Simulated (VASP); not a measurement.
Set up this calculation in VASP 6.6.1, as the native input.

| Property | Result |
| --- | --- |
| Task | single point |
| Functional | PBEsol |
| Potentials or basis | VASP PAW PBE potentials, release 64 (Si, Ge_d) |
| Cutoff | 520 eV |
| k mesh | 2 × 2 × 2 |
| Occupations | fermi-dirac, width 0.02 eV |
| Spin | no spin polarisation |
| Dipole correction | no |
| Further INCAR settings | LREAL = Auto; ALGO = Normal; EDIFF = 1e-06; NBANDS = 66 |

The structure of Si3Ge lies in POSCAR:

```
Si3Ge
1.0
    7.7761932354      0.0000000000      0.0000000000
    0.0000000000      7.7761932354      0.0000000000
    0.0000000000      0.0000000000      5.4836775972
Si Ge
12 4
Direct
    0.2542805895     -0.0023649104      0.7653830711
    0.2499620240      0.2577950341      0.0056363635
   -0.0007362214      0.2503487170      0.2529226008
    0.2441634284      0.5080132245      0.7418282581
    0.2487105119      0.7446263004     -0.0132181367
   -0.0028825158      0.7480833904      0.2359691971
    0.7569573983     -0.0061018288      0.7559060369
    0.7540387465      0.2427879481      0.0018633481
    0.5010780831      0.2460116335      0.2437273119
    0.7539648029      0.5023747329      0.7571380568
    0.7477172730      0.7482353928     -0.0071431989
    0.5014876665      0.7548701302      0.2478283918
    0.0063545232     -0.0039543770      0.4990774807
   -0.0056887732      0.5016761906      0.4994390993
    0.4988631175      0.0016468212      0.5013797677
    0.4970909136      0.5026886398      0.5048050238
```

The input as run:

INCAR

```
SYSTEM = Si3Ge
  PREC = Accurate
  ENCUT = 520
  EDIFF = 1E-6
  ISMEAR = -1
  SIGMA = 0.02
  LREAL = Auto
  LASPH = .TRUE.
  NELM = 100
  ALGO = Normal
  ISIF = 2
  LWAVE = .FALSE.
  LCHARG = .FALSE.
  GGA = PS
  NBANDS = 66
```

KPOINTS

```
Automatic mesh
0
G
  2 2 2
  0 0 0
```

Potentials or basis: VASP PAW PBE potentials, release 64 (Si, Ge_d).

Launch:

```sh
$ cat potpaw_PBE.64/Si/POTCAR potpaw_PBE.64/Ge_d/POTCAR > POTCAR
$ mpirun -np 1 vasp_std > vasp.out
```

It gave:

```
Pressure               : 0.0 GPa
Largest force          : 1.249 eV/Å
Band gap on the k mesh : 0.18 eV
```

Caveat: the k points lie up to 0.57 Å⁻¹ apart; the atoms stand as in a frame of molecular dynamics; the PAW data sets were made with another functional, which shifts forces and pressure a little.

Wall time 2 min on 1 thread of AMD EPYC 9R45 96-Core Processor (Zen 5), with other jobs on the host, peak memory 0.39 GiB.
